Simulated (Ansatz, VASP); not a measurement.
**Pb in VASP and in Ansatz**

Contents of INCAR:

```
ALGO = Normal
EDIFF = 1E-6
ENCUT = 520
GGA = PE
ISIF = 2
ISMEAR = -1
LASPH = True
LCHARG = False
LREAL = False
LWAVE = False
NBANDS = 36
NELM = 100
PREC = Accurate
SIGMA = 0.05
```

File KPOINTS:

```
k-points
0
Gamma
  9 9 3
```

POSCAR

```
Pb
1.0
    3.5243661423      0.0000000000      0.0000000000
   -1.7621830712      3.0521906115      0.0000000000
    0.0000000000      0.0000000000     11.4952418100
Pb
4
Direct
    0.6666666667      0.3333333333      0.7500000000
    0.0000000000      0.0000000000      0.5000000000
    0.3333333333      0.6666666667      0.2500000000
    0.0000000000      0.0000000000      0.0000000000
```

input.yaml

```yaml
crystal:
  lattice:
    - [3.5243661423, 0.0, 0.0]
    - [-1.7621830712, 3.0521906115, 0.0]
    - [0.0, 0.0, 11.49524181]
  atoms:
    - { symbol: Pb, position: [0.6666666667, 0.3333333333, 0.75] }
    - { symbol: Pb, position: [0.0, 0.0, 0.5] }
    - { symbol: Pb, position: [0.3333333333, 0.6666666667, 0.25] }
    - { symbol: Pb, position: [0.0, 0.0, 0.0] }
hamiltonian:
  xc: pbe
  pseudopotentials: { kind: paw }
kpoints:
  mp_grid: { grid: [9, 9, 3] }
scf:
  occupations: { method: fermi_dirac, width: 0.05 }
output:
  forces: true
  stress: true
  eigenvalues: true
```

Alike in both runs: task single point; functional PBE; k mesh 9 × 9 × 3; occupations fermi-dirac, width 0.05 eV; no spin polarisation.

|  | VASP | Ansatz |
| --- | --- | --- |
| version | VASP 6.6.1 | Ansatz 0.2.0 |
| potentials or method | VASP PAW PBE potentials, release 64 (Pb_d) | Ansatz PAW |
| plane-wave cutoff (eV) | 520 | 420 |
| valence electrons in the cell | 56 | 56 |

Ansatz gave:

```
gap on the k mesh at the Fermi level (eV)                     : none
pressure (GPa)                                                : 1.3
traceless stress, the component that is largest in VASP (GPa) : 0.31
```

Estimate VASP's values.

gap on the k mesh at the Fermi level (eV): none; pressure (GPa): 1.2; traceless stress, the component that is largest in VASP (GPa): 0.31.

A gap of «none» marks a metal or a gap that the smearing closes.

Spin-orbit coupling is off throughout.
